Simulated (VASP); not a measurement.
Set up this calculation in VASP 6.6.1, as the native input.

| Property | Result |
| --- | --- |
| Task | single point |
| Functional | PBE |
| Potentials or basis | VASP PAW PBE potentials, release 64 (La, B) |
| Cutoff | 520 eV |
| k mesh | 10 × 10 × 10 |
| Occupations | gaussian, width 0.05 eV |
| Spin | non-collinear spin, zero start, spin-orbit coupling |
| Starting moments | [[0.0, 0.0, 0.0], [0.0, 0.0, 0.0]] μB |
| Dipole correction | no |
| Further INCAR settings | ALGO = Normal; EDIFF = 1e-06; NBANDS = 26 |

The structure of LaB lies in POSCAR:

```
LaB
1.0
    0.0000000000      2.8357827665      2.8357827665
    2.8357827665      0.0000000000      2.8357827665
    2.8357827665      2.8357827665      0.0000000000
La B
1 1
Direct
    0.5000000000      0.5000000000      0.5000000000
    0.0000000000      0.0000000000      0.0000000000
```

The input as run:

INCAR

```
ALGO = Normal
EDIFF = 1E-6
ENCUT = 520
GGA = PE
GGA_COMPAT = F
ISIF = 2
ISMEAR = 0
LASPH = T
LCHARG = T
LMAXMIX = 6
LORBIT = 11
LORBMOM = T
LREAL = F
LSORBIT = T
LVHAR = T
LWAVE = F
MAGMOM = 0 0 0 0 0 0
NBANDS = 26
NELM = 150
PREC = Accurate
SIGMA = 0.05
```

KPOINTS

```
k-points
0
Gamma
  10 10 10
```

Potentials or basis: VASP PAW PBE potentials, release 64 (La, B).

Command:

```sh
$ cat potpaw_PBE.64/La/POTCAR potpaw_PBE.64/B/POTCAR > POTCAR
$ mpirun -np 1 vasp_ncl > vasp.out
```

It gave:

```
Pressure                                              : -0.2 GPa
Net moment                                            : 0.00 μB per cell
Valence electrons inside the program's atomic spheres : La 8.57; B 1.61
```

Run time: 4.5 min on 1 thread of Intel Xeon 6975P-C, on a shared host, peak memory 0.34 GiB.
